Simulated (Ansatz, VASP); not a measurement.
**Two plane-wave programs on MgH2**

```xyz
3
Lattice="0.0000 2.3811 2.3811 2.3811 0.0000 2.3811 2.3811 2.3811 0.0000" Properties=species:S:1:pos:R:3 pbc="T T T"
Mg    0.0000    0.0000    0.0000
H     3.5716    3.5716    3.5716
H     1.1905    1.1905    1.1905
```

Alike in both runs: task relaxation of cell and atoms; functional r2SCAN; k mesh 16 × 16 × 16; occupations gaussian, width 0.1 eV; no spin polarisation.

```csv
,VASP,Ansatz
version,VASP 6.6.1,Ansatz 0.2.0
potentials or method,"VASP PAW PBE potentials, release 64 (Mg, H), cutoff 600 eV","scalar-relativistic, plane waves, PAW"
valence electrons in the cell,4,12
```

Ansatz gave:

| Quantity | Value |
| --- | --- |
| gap on the k mesh at the Fermi level, each at its own relaxed structure (eV) | none |
| relaxed volume (Å³/atom) | 8.80 |
| relaxed length of the cell vector where the two differ most in proportion (Å) | 3.342 |

Task: Estimate VASP's values.

Result: gap on the k mesh at the Fermi level, each at its own relaxed structure (eV): none; relaxed volume (Å³/atom): 8.73; relaxed length of the cell vector where the two differ most in proportion (Å): 3.334.

VASP's potentials were made for PBE, not for r2SCAN. A gap of «none» marks a metal or a gap that the smearing closes. VASP's potentials hold 4 valence electrons a cell and Ansatz's 12, so a difference there can come from the potentials and not from the codes.
